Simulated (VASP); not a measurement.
# Li2SnHgTe4 (I-42m) in VASP: further runs

The runs below take Li2SnHgTe4 through single point, with PBE, r2SCAN.

Everything below comes from runs of VASP 6.6.1. Logs are shortened: lines on timing, memory, paths and dates and some standing lists are left out, and cuts for length are marked.

**1. The cell of the first run**

The structure is tetragonal, space group I-42m (No. 121). Conventional cell: a = 6.477 Å, b = 6.477 Å, c = 12.852 Å, α = 90.00°, β = 90.00°, γ = 90.00°. Li (site symmetry -4) has 4 Te at 2.75 Å within 3.6 Å. Hg (site symmetry -42m) has 4 Te at 2.90 Å within 3.8 Å. Within 3.7 Å of Sn (site symmetry -42m) lie 4 Te at 2.81 Å. Within 3.6 Å of Te (site symmetry m) lie 2 Li at 2.75 Å and 1 Sn at 2.81 Å and 1 Hg at 2.90 Å.

**2. Single point, PBE**

INCAR

```
  ALGO = Normal
  EDIFF = 1E-6
  ENCUT = 520
  GGA = PE
  ISIF = 2
  ISMEAR = 0
  LASPH = T
  LCHARG = T
  LELF = T
  LREAL = F
  LVHAR = T
  LWAVE = F
  NBANDS = 38
  NELM = 100
  PREC = Accurate
  SIGMA = 0.01
```

KPOINTS

```
k-points
0
Gamma
  6 6 6
```

POSCAR

```
Li2SnHgTe4
1.0
   -3.2387415216      3.2387415216      6.4262475050
    3.2387415216     -3.2387415216      6.4262475050
    3.2387415216      3.2387415216     -6.4262475050
Li Hg Sn Te
2 1 1 4
Direct
    0.7500000000      0.2500000000      0.5000000000
    0.2500000000      0.7500000000      0.5000000000
    0.0000000000      0.0000000000      0.0000000000
    0.5000000000      0.5000000000      0.0000000000
    0.8760082171      0.8760082171      0.4876684368
    0.1239917829      0.6116602197      0.0000000000
    0.6116602197      0.1239917829      0.0000000000
    0.3883397803      0.3883397803      0.5123315632
```

Potentials or basis: VASP PAW PBE potentials, release 64 (Li_sv, Hg, Sn_d, Te).

Launch:

```bash
cat potpaw_PBE.64/Li_sv/POTCAR potpaw_PBE.64/Hg/POTCAR potpaw_PBE.64/Sn_d/POTCAR potpaw_PBE.64/Te/POTCAR > POTCAR
mpirun -np 1 vasp_std > vasp.out
```

OUTCAR:

```text
EDIFF = 1E-6
   ENCUT = 520
   GGA = PE
   ISIF = 2
   ISMEAR = 0
   LASPH = T
   LREAL = F
   NELM = 100
   PREC = Accurate

 ion  position               nearest neighbor table
   1  0.750  0.250  0.500-   6 2.75   8 2.75   7 2.75   5 2.75
   2  0.250  0.750  0.500-   7 2.75   8 2.75   6 2.75   5 2.75
   3  0.000  0.000  0.000-   8 2.90   6 2.90   7 2.90   5 2.90
   4  0.500  0.500  0.000-   5 2.81   6 2.81   7 2.81   8 2.81
   5  0.876  0.876  0.488-   1 2.75   2 2.75   4 2.81   3 2.90
   6  0.124  0.612  0.000-   2 2.75   1 2.75   4 2.81   3 2.90
   7  0.612  0.124  0.000-   1 2.75   2 2.75   4 2.81   3 2.90
   8  0.388  0.388  0.512-   1 2.75   2 2.75   4 2.81   3 2.90

  LATTYP: Found a body centered tetragonal cell.
 ALAT       =     6.4774830432
 C/A-ratio  =     1.9841804177

  Lattice vectors:

 A1 = (  -3.2387415216,   3.2387415216,   6.4262475050)
 A2 = (   3.2387415216,  -3.2387415216,   6.4262475050)
 A3 = (   3.2387415216,   3.2387415216,  -6.4262475050)

Analysis of symmetry for initial positions (statically):
=====================================================================
 Subroutine PRICEL returns:
 Original cell was already a primitive cell.

 Routine SETGRP: Setting up the symmetry group for a
 body centered tetragonal supercell.

 Subroutine GETGRP returns: Found  8 space group operations
 (whereof  8 operations were pure point group operations)
 out of a pool of 16 trial point group operations.

The static configuration has the point symmetry D_2d.

Analysis of symmetry for dynamics (positions and initial velocities):
=====================================================================
 Subroutine PRICEL returns:
 Original cell was already a primitive cell.

 Routine SETGRP: Setting up the symmetry group for a
 body centered tetragonal supercell.

 Subroutine GETGRP returns: Found  8 space group operations
 (whereof  8 operations were pure point group operations)
 out of a pool of 16 trial point group operations.

The dynamic configuration has the point symmetry D_2d.

 Subroutine INISYM returns: Found  8 space group operations
 (whereof  8 operations are pure point group operations),
 and found     1 'primitive' translations

----------------------------------------------------------------------------------------

                                     Primitive cell

  volume of cell :     269.6311

  direct lattice vectors                    reciprocal lattice vectors
    -3.238741522  3.238741522  6.426247505     0.000000000  0.154380952  0.077805905
     3.238741522 -3.238741522  6.426247505     0.154380952  0.000000000  0.077805905
     3.238741522  3.238741522 -6.426247505     0.154380952  0.154380952  0.000000000

  length of vectors
     7.891485936  7.891485936  7.891485936     0.172879256  0.172879256  0.218327636

  position of ions in fractional coordinates (direct lattice)
     0.750000000  0.250000000  0.500000000
     0.250000000  0.750000000  0.500000000
     0.000000000  0.000000000  0.000000000
     0.500000000  0.500000000  0.000000000
     0.876008217  0.876008217  0.487668437
     0.123991783  0.611660220  0.000000000
     0.611660220  0.123991783  0.000000000
     0.388339780  0.388339780  0.512331563

  ion indices of the primitive-cell ions
   primitive index   ion index
                 1           1
                 2           2
                 3           3
                 4           4
                 5           5
                 6           6
                 7           7
                 8           8

----------------------------------------------------------------------------------------

 KPOINTS: k-points

Automatic generation of k-mesh.
 Grid dimensions read from file:
 generate k-points for:    6    6    6

 Generating k-lattice:

  Cartesian coordinates                     Fractional coordinates (reciprocal lattice)
     0.000000000  0.025730159  0.012967651     0.166666667  0.000000000 -0.000000000
     0.025730159  0.000000000  0.012967651     0.000000000  0.166666667 -0.000000000
     0.025730159  0.025730159  0.000000000     0.000000000  0.000000000  0.166666667

  Length of vectors
     0.028813209  0.028813209  0.036387939

  Shift w.r.t. Gamma in fractional coordinates (k-lattice)
     0.000000000  0.000000000  0.000000000

 Subroutine IBZKPT returns following result:
 ===========================================

 Found     30 irreducible k-points:

 Following reciprocal coordinates:
            Coordinates               Weight
  0.000000  0.000000  0.000000      1.000000
  0.166667 -0.000000  0.000000      8.000000
  0.333333  0.000000  0.000000      8.000000
  0.500000 -0.000000  0.000000      4.000000
  0.166667  0.166667  0.000000      8.000000
  0.333333  0.166667  0.000000     16.000000
[... 16 lines left out ...]
 -0.333333 -0.333333  0.166667      8.000000
 -0.166667 -0.333333  0.166667      8.000000
 [... further k-points ...]
   k-points           NKPTS =     30   k-points in BZ     NKDIM =     30   number of bands    NBANDS=     38
   number of dos      NEDOS =    301   number of ions     NIONS =      8
   total plane-waves  NPLWV = 216000
   dimension x,y,z NGX =    60 NGY =   60 NGZ =   60
   dimension x,y,z NGXF=   120 NGYF=  120 NGZF=  120
   ions per type =               2   1   1   4
   NGX,Y,Z   is equivalent  to a cutoff of  12.64, 12.64, 12.64 a.u.
   NGXF,Y,Z  is equivalent  to a cutoff of  25.28, 25.28, 25.28 a.u.
 SYSTEM =  unknown system
   PREC   = accura    normal or accurate (medium, high low for compatibility)
   ISTART =      0    job   : 0-new  1-cont  2-samecut
   ICHARG =      2    charge: 1-file 2-atom 10-const
   ISPIN  =      1    spin polarized calculation?
   LNONCOLLINEAR =      F non collinear calculations
   LSORBIT =      F    spin-orbit coupling
   LASPH  =      T    aspherical Exc in radial PAW
   ENCUT  =  520.0 eV  38.22 Ry    6.18 a.u.  14.67 14.67 14.67*2*pi/ulx,y,z
   NELM   =    100;   NELMIN=  2; NELMDL= -5     # of ELM steps
   EDIFF  = 0.1E-05   stopping-criterion for ELM
   LREAL  =      F    real-space projection
   EDIFFG = 0.1E-04   stopping-criterion for IOM
   NSW    =      0    number of steps for IOM
   IBRION =     -1    ionic relax: 0-MD 1-quasi-New 2-CG
   NFREE  =      0    steps in history (QN), initial steepest desc. (CG)
   ISIF   =      2    stress and relaxation
   ISYM   =      2    0-nonsym 1-usesym 2-fastsym
   POTIM  = 0.5000    time-step for ionic-motion
   TEBEG  =    0.0;   TEEND  =   0.0 temperature during run
   PSTRESS=    0.0 pullay stress
   NELECT =      56.0000    total number of electrons
   NUPDOWN=      -1.0000    fix difference up-down
   EMIN   =  10.00;   EMAX   =-10.00  energy-range for DOS
   EFERMI =   0.00;   METHOD = LEGACY
   ISMEAR =     0;   SIGMA  =   0.01  broadening in eV -4-tet -1-fermi 0-gaus
   EFERMI_NEDOS =   21; number of points for ismear=-14 and -15
   IALGO  =     38    algorithm
   IMIX   =      4    mixing-type and parameters
     AMIX     =   0.40;   BMIX     =  1.00
     AMIX_MAG =   1.60;   BMIX_MAG =  1.00
  volume/ion in A,a.u.               =      33.70       227.45
  Fermi-wavevector in a.u.,A,eV,Ry     =   0.969499  1.832088 12.788509  0.939929
  Thomas-Fermi vector in A             =   2.099557
   LORBIT       =      0    0 simple, 1 ext, 2 COOP (PROOUT), +10 PAW based schemes
   GGA     = PE    functional components
   LHFCALC =     F    Hartree Fock is set to
   AEXX    =    0.0000 exact exchange contribution
   IVDW    =     0    specifies the selected vdW correction
   LEPSILON=     F    determine dielectric tensor
   LRPA    =     F    only Hartree local field effects (RPA)
 non-spin polarized calculation
 Gauss-broadening in eV      SIGMA  =   0.01
  energy-cutoff  :      520.00
  volume of cell :      269.63
 maximum number of plane-waves:      7286
   NGX = 29   NGY = 29   NGZ = 29

 number of electron      55.9999995 magnetization

 Free energy of the ion-electron system (eV)
  ---------------------------------------------------
  ext. energy  EPLUGINS =         0.00000000
  ---------------------------------------------------
  free energy    TOTEN  =       -24.31120443 eV

  energy without entropy =      -24.31120443  energy(sigma->0) =      -24.31120443

 E-fermi :   2.5887     XC(G=0):  -8.0396

 val. band max:        2.4693125780   @ k =   0.0000   0.0000   0.0000
 cond. band min:       2.9448429239   @ k =   0.0000   0.0000   0.0000
 fundamental gap:      0.4755303460
 Fermi energy:         2.5887007850

 k-point     1 :       0.0000    0.0000    0.0000
  band No.  band energies     occupation
      1     -42.7515      2.00000
      2     -42.7514      2.00000
      3     -19.0022      2.00000
      4     -19.0022      2.00000
      5     -18.9970      2.00000
      6     -18.9672      2.00000
[... 30 lines left out ...]
     37       7.4447      0.00000
     38       8.5459      0.00000

 k-point     2 :       0.1667   -0.0000    0.0000
  band No.  band energies     occupation
      1     -42.7516      2.00000
      2     -42.7514      2.00000
      3     -19.0022      2.00000
      4     -19.0022      2.00000
      5     -18.9971      2.00000
      6     -18.9672      2.00000
[... 30 lines left out ...]
     37       7.4833      0.00000
     38       8.2854      0.00000

 k-point     3 :       0.3333    0.0000    0.0000
  band No.  band energies     occupation
      1     -42.7515      2.00000
      2     -42.7515      2.00000
      3     -19.0022      2.00000
      4     -19.0022      2.00000
      5     -18.9971      2.00000
      6     -18.9672      2.00000
[... 30 lines left out ...]
     37       8.0298      0.00000
[... 781 lines left out ...]
 k-point    23 :      -0.3333   -0.3333    0.1667
  band No.  band energies     occupation
      1     -42.7515      2.00000
      2     -42.7514      2.00000
      3     -19.0022      2.00000
      4     -19.0022      2.00000
      5     -18.9971      2.00000
      6     -18.9672      2.00000
[... 30 lines left out ...]
     37       8.0712      0.00000
     38       8.1210      0.00000

 k-point    24 :      -0.1667   -0.3333    0.1667
  band No.  band energies     occupation
      1     -42.7516      2.00000
      2     -42.7514      2.00000
      3     -19.0022      2.00000
      4     -19.0022      2.00000
      5     -18.9971      2.00000
      6     -18.9672      2.00000
[... 30 lines left out ...]
     37       7.6827      0.00000
     38       8.1848      0.00000

 [... further k-points ...]

------------------------ aborting loop because EDIFF is reached ----------------------------------------

  FORCE on cell =-STRESS in cart. coord.  units (eV):
  Direction    XX          YY          ZZ          XY          YZ          ZX
  --------------------------------------------------------------------------------------
  -------------------------------------------------------------------------------------
  Total        0.0113012      0.0113012      0.0318073      0.0000000      0.0000000     -0.0000000
  in kB        0.0671531      0.0671531      0.1890022      0.0000000      0.0000000     -0.0000000
  external PRESSURE =       0.1077695 kB  Pullay stress =       0.0000000 kB

 VOLUME and BASIS-vectors are now :
 -----------------------------------------------------------------------------
  energy-cutoff  :      520.00
  volume of cell :      269.63
      direct lattice vectors                 reciprocal lattice vectors
    -3.238741522  3.238741522  6.426247505     0.000000000  0.154380952  0.077805905
     3.238741522 -3.238741522  6.426247505     0.154380952  0.000000000  0.077805905
     3.238741522  3.238741522 -6.426247505     0.154380952  0.154380952  0.000000000

 POSITION                                       TOTAL-FORCE (eV/Angst)
 -----------------------------------------------------------------------------------
     -0.00000      3.23874      3.21312         0.000000      0.000000     -0.000000
      3.23874     -0.00000      3.21312         0.000000     -0.000000     -0.000000
      0.00000      0.00000      0.00000         0.000000      0.000000     -0.000000
      0.00000      0.00000      6.42625         0.000000      0.000000     -0.000000
      1.57943      1.57943      8.12501        -0.001321     -0.001321      0.003796
      1.57943     -1.57943      4.72748        -0.001321      0.001321     -0.003796
     -1.57943      1.57943      4.72748         0.001321     -0.001321     -0.003796
      1.65931      1.65931      1.69877         0.001321      0.001321      0.003796
 -----------------------------------------------------------------------------------
    total drift:                               -0.000002     -0.000002     -0.000001

  FREE ENERGIE OF THE ION-ELECTRON SYSTEM (eV)
  ---------------------------------------------------
  free  energy   TOTEN  =       -24.3112044251 eV

  energy  without entropy=      -24.3112044251  energy(sigma->0) =      -24.31120443
```

It took 4.1 min on 1 thread of Intel Xeon 6975P-C (Granite Rapids), shared host; peak memory 0.69 GiB.

What came out:

```
Free energy            : -24.3112 eV
Largest force          : 0.004 eV/Å
Band gap on the k mesh : 0.48 eV
```

Forces in eV/Å, atoms in the order of the input:
```
Li   0.000  0.000  0.000
Li   0.000  0.000  0.000
Hg   0.000  0.000  0.000
Sn   0.000  0.000  0.000
Te  -0.001 -0.001  0.004
Te  -0.001  0.001 -0.004
Te   0.001 -0.001 -0.004
Te   0.001  0.001  0.004
```

Levels at points of the mesh, in eV from the valence-band top:
```tsv
k point	band 25	band 26	band 27	band 28	band 29	band 30	band 31	band 32
(0.00, 0.00, 0.00)	-1.37	-0.15	0.00	0.00	0.48	2.38	2.81	3.64
(0.50, 0.00, 0.00)	-1.00	-0.89	-0.71	-0.56	1.68	2.61	3.24	3.47
(0.50, 0.50, 0.00)	-0.74	-0.49	-0.33	-0.33	0.56	1.86	3.59	3.73
(0.50, 0.50, 0.50)	-0.93	-0.93	-0.70	-0.70	1.11	1.89	2.54	2.54
```

Caveat: the cutoff is under 1.25 times the usual one of these potentials, so pressure, stress and relaxed cells hold a basis-set (Pulay) error; spin-orbit coupling is left out, which moves the levels of the heavy elements.

**3. Single point, PBE (34.72 Å³/atom)**

This run uses another cell than the first one, of 34.72 Å³/atom.

INCAR

```
SYSTEM = Li2SnHgTe4
PREC = Accurate ; ENCUT = 520
EDIFF = 1E-6 ; ISMEAR = 0
SIGMA = 0.01 ; LREAL = .False.
LASPH = .True. ; NELM = 80
ALGO = Normal ; ISIF = 2
LWAVE = .False. ; LCHARG = .False.
GGA = PE ; NBANDS = 38
```

KPOINTS

```
regular mesh
0
Gamma
  6 6 6
  0 0 0
```

POSCAR: that of step 2 with these lines changed.

```diff
@@ -2,5 +2,5 @@
 1.0
-   -3.2387415216      3.2387415216      6.4262475050
-    3.2387415216     -3.2387415216      6.4262475050
-    3.2387415216      3.2387415216     -6.4262475050
+   -3.2708103549      3.2708103549      6.4898778561
+    3.2708103549     -3.2708103549      6.4898778561
+    3.2708103549      3.2708103549     -6.4898778561
 Li Hg Sn Te
```

Potentials or basis: VASP PAW PBE potentials, release 64 (Li_sv, Hg, Sn_d, Te).

Launch:

```bash
cat potpaw_PBE.64/Li_sv/POTCAR potpaw_PBE.64/Hg/POTCAR potpaw_PBE.64/Sn_d/POTCAR potpaw_PBE.64/Te/POTCAR > POTCAR
mpirun -np 1 vasp_std > vasp.out
```

OUTCAR:

```text
SYSTEM = Li2SnHgTe4
   PREC = Accurate
   ENCUT = 520
   EDIFF = 1E-6
   ISMEAR = 0
   LREAL = .False.
   LASPH = .True.
   NELM = 80
   ISIF = 2
   GGA = PE

 ion  position               nearest neighbor table
   1  0.750  0.250  0.500-   5 2.77   6 2.77   8 2.77   7 2.77
   2  0.250  0.750  0.500-   5 2.77   7 2.77   8 2.77   6 2.77
   3  0.000  0.000  0.000-   8 2.93   6 2.93   7 2.93   5 2.93
   4  0.500  0.500  0.000-   5 2.83   6 2.83   7 2.83   8 2.83
   5  0.876  0.876  0.488-   1 2.77   2 2.77   4 2.83   3 2.93
   6  0.124  0.612  0.000-   2 2.77   1 2.77   4 2.83   3 2.93
   7  0.612  0.124  0.000-   1 2.77   2 2.77   4 2.83   3 2.93
   8  0.388  0.388  0.512-   1 2.77   2 2.77   4 2.83   3 2.93

  LATTYP: Found a body centered tetragonal cell.
 ALAT       =     6.5416207098
 C/A-ratio  =     1.9841804177

  Lattice vectors:

 A1 = (  -3.2708103549,   3.2708103549,   6.4898778561)
 A2 = (   3.2708103549,  -3.2708103549,   6.4898778561)
 A3 = (   3.2708103549,   3.2708103549,  -6.4898778561)

Analysis of symmetry for initial positions (statically):
[... 192 lines left out ...]
 k-point     1 :       0.0000    0.0000    0.0000
  band No.  band energies     occupation
      1     -43.0328      2.00000
      2     -43.0327      2.00000
      3     -19.2197      2.00000
      4     -19.2197      2.00000
      5     -19.2159      2.00000
      6     -19.1885      2.00000
[... 973 lines left out ...]
     37       7.4182      0.00000
     38       7.9350      0.00000

 [... further k-points ...]

------------------------ aborting loop because EDIFF is reached ----------------------------------------

  FORCE on cell =-STRESS in cart. coord.  units (eV):
  Direction    XX          YY          ZZ          XY          YZ          ZX
  --------------------------------------------------------------------------------------
  -------------------------------------------------------------------------------------
  Total       -1.4237165     -1.4237165     -1.5082369      0.0000000      0.0000000     -0.0000000
  in kB       -8.2134733     -8.2134733     -8.7010748      0.0000000      0.0000000     -0.0000000
  external PRESSURE =      -8.3760071 kB  Pullay stress =       0.0000000 kB

 VOLUME and BASIS-vectors are now :
 -----------------------------------------------------------------------------
  energy-cutoff  :      520.00
  volume of cell :      277.72
      direct lattice vectors                 reciprocal lattice vectors
    -3.270810355  3.270810355  6.489877856     0.000000000  0.152867316  0.077043052
     3.270810355 -3.270810355  6.489877856     0.152867316  0.000000000  0.077043052
     3.270810355  3.270810355 -6.489877856     0.152867316  0.152867316  0.000000000

 POSITION                                       TOTAL-FORCE (eV/Angst)
 -----------------------------------------------------------------------------------
      0.00000      3.27081      3.24494        -0.000000      0.000000      0.000000
      3.27081      0.00000      3.24494        -0.000000      0.000000      0.000000
      0.00000      0.00000      0.00000        -0.000000      0.000000      0.000000
      0.00000      0.00000      6.48988        -0.000000      0.000000      0.000000
      1.59507      1.59507      8.20546        -0.033421     -0.033421     -0.102315
      1.59507     -1.59507      4.77429        -0.033421      0.033421      0.102315
     -1.59507      1.59507      4.77429         0.033421     -0.033421      0.102315
      1.67574      1.67574      1.71559         0.033421      0.033421     -0.102315
 -----------------------------------------------------------------------------------
    total drift:                               -0.000001     -0.000001     -0.000001

  FREE ENERGIE OF THE ION-ELECTRON SYSTEM (eV)
  ---------------------------------------------------
  free  energy   TOTEN  =       -24.2913483005 eV

  energy  without entropy=      -24.2913483005  energy(sigma->0) =      -24.29134830
```

stdout:

```text
POSCAR found type information on POSCAR LiHgSnTe
 POSCAR found :  4 types and       8 ions
 scaLAPACK will be used
 LDA part: xc-table for (Slater+PW92), standard interpolation
 POSCAR, INCAR and KPOINTS ok, starting setup
 FFT: planning ... GRIDC
 FFT: planning ... GRID_SOFT
 FFT: planning ... GRID
 WAVECAR not read
 entering main loop
```

Wall time 4.4 min (1 thread of Intel Xeon 6975P-C (Granite Rapids), shared host); peak memory 0.67 GiB.

What came out:

- Free energy: -24.2913 eV
- Largest force: 0.113 eV/Å
- Band gap on the k mesh: 0.42 eV

Forces in eV/Å, atoms in the order of the input:
```
Li   0.000  0.000  0.000
Li   0.000  0.000  0.000
Hg   0.000  0.000  0.000
Sn   0.000  0.000  0.000
Te  -0.033 -0.033 -0.102
Te  -0.033  0.033  0.102
Te   0.033 -0.033  0.102
Te   0.033  0.033 -0.102
```

Caveat: the cutoff is under 1.25 times the usual one of these potentials, so pressure, stress and relaxed cells hold a basis-set (Pulay) error; spin-orbit coupling is left out, which moves the levels of the heavy elements. A k mesh can miss the band edges.

[end of part 1 of 2]
